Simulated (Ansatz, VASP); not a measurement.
**One calculation of SbBr, two programs**

```
Sb Br
1.0
     4.56051    0.00000    0.00000
     0.00000    4.56051    0.00000
     0.00000    0.00000    5.76260
Sb Br
2 2
Direct
  0.00000 0.50000 0.23510
  0.50000 0.00000 0.76490
  0.00000 0.00000 0.00000
  0.50000 0.50000 0.00000
```

Alike in both runs: task single point; functional PBE; k mesh 4 × 4 × 4; occupations gaussian, width 0.1 eV; no spin polarisation.

|  | VASP | Ansatz |
| --- | --- | --- |
| version | VASP 6.6.1 | Ansatz 0.2.0 |
| potentials or method | VASP PAW PBE potentials, release 64 (Sb, Br), cutoff 520 eV | scalar-relativistic, plane waves, PAW |
| valence electrons in the cell | 24 | 44 |

Ansatz gave:

| Item | Value |
| --- | --- |
| gap on the k mesh at the Fermi level (eV) | none |
| pressure (GPa) | 18.3 |
| traceless stress, the component that is largest in VASP (GPa) | -8.77 |
| rms of the force components (eV/Å) | 1.544 |

What did VASP give for the same quantities?

gap on the k mesh at the Fermi level (eV): none; pressure (GPa): 18.3; traceless stress, the component that is largest in VASP (GPa): -8.79; rms of the force components (eV/Å): 1.549.

Atom by atom the forces differ by 0.005 eV/Å (rms over components). A gap of «none» marks a metal or a gap that the smearing closes. The functional is the same, so the differences come from potentials, cutoffs and numerics. VASP's potentials hold 24 valence electrons a cell and Ansatz's 44, so a difference there can come from the potentials and not from the codes.

Spin-orbit coupling is off throughout.
